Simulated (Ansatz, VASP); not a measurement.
## Sb in VASP and in Ansatz

File POSCAR:

```
Sb
1.0
    4.1051830053      0.0000000000      0.0000000000
   -2.0525915027      3.5551927698      0.0000000000
    0.0000000000      0.0000000000     26.8552477996
Sb
2
Direct
    0.3333333333      0.6666666667      0.3149797942
    0.6666666667      0.3333333333      0.3749272228
```

File INCAR.step1:

```
  ALGO = Normal
  DIPOL = 0.5 0.5 0.345
  EDIFF = 1E-4
  ENCUT = 520
  GGA = PE
  IDIPOL = 3
  ISMEAR = 0
  LASPH = T
  LCHARG = F
  LDIPOL = T
  LREAL = F
  LWAVE = T
  NBANDS = 12
  NELM = 80
  PREC = Accurate
  SIGMA = 0.01
```

The input INCAR.step2:

```
  ALGO = Normal
  DIPOL = 0.5 0.5 0.345
  EDIFF = 1E-6
  ENCUT = 520
  IDIPOL = 3
  ISIF = 2
  ISMEAR = 0
  ISTART = 1
  LASPH = T
  LCHARG = F
  LDIPOL = T
  LMIXTAU = T
  LREAL = F
  LWAVE = F
  METAGGA = R2SCAN
  NBANDS = 12
  NELM = 80
  PREC = Accurate
  SIGMA = 0.01
```

The input KPOINTS:

```
k-points
0
Gamma
  12 12 1
```

Input for Ansatz:

```yaml
crystal:
  lattice:
    - [4.1051830053, 0.0, 0.0]
    - [-2.0525915027, 3.5551927698, 0.0]
    - [0.0, 0.0, 26.8552477996]
  atoms:
    - { symbol: Sb, position: [0.3333333333, 0.6666666667, 0.3149797942] }
    - { symbol: Sb, position: [0.6666666667, 0.3333333333, 0.3749272228] }
  periodic: [true, true, false]
kpoints:
  mp_grid: { grid: [12, 12, 1] }
  band_path:
    path:
      - [0.0, 0.0, 0.0]
      - [0.5, 0.0, 0.0]
      - [0.3333333333, 0.3333333333, 0.0]
      - [0.0, 0.307292, 0.0]
    npoints: 1
hamiltonian:
  xc: r2scan
scf:
  occupations: { method: fixed }
  n_extra_bands: 4
output:
  forces: true
  stress: true
  eigenvalues: true
  write_density: true
  write_potential: true
  elf: true
  volumetric_format: npy
```

Alike in both runs: task single point; functional r2SCAN; k mesh 12 × 12 × 1; no spin polarisation.

|  | VASP | Ansatz |
| --- | --- | --- |
| version | VASP 6.6.1 | Ansatz 0.2.0 |
| potentials or method | VASP PAW PBE potentials, release 64 (Sb) | plane waves, PAW |
| plane-wave cutoff (eV) | 520 | 500 |
| occupations | gaussian, width 0.01 eV | fixed |
| valence electrons in the cell | 10 | 30 |

Ansatz gave:

```
gap on the k mesh at the Fermi level (eV) : 1.62
rms of the force components (eV/Å)        : 0.009
```

Q: Which values does VASP return?

A: gap on the k mesh at the Fermi level (eV): 1.62; rms of the force components (eV/Å): 0.070.

VASP's potentials were made for PBE, not for r2SCAN. Atom by atom the forces differ by 0.061 eV/Å (rms over components). VASP's potentials hold 10 valence electrons a cell and Ansatz's 30, so a difference there can come from the potentials and not from the codes. Ansatz's warnings: xc potential rough in thin density.

Neither program's run includes spin-orbit coupling.
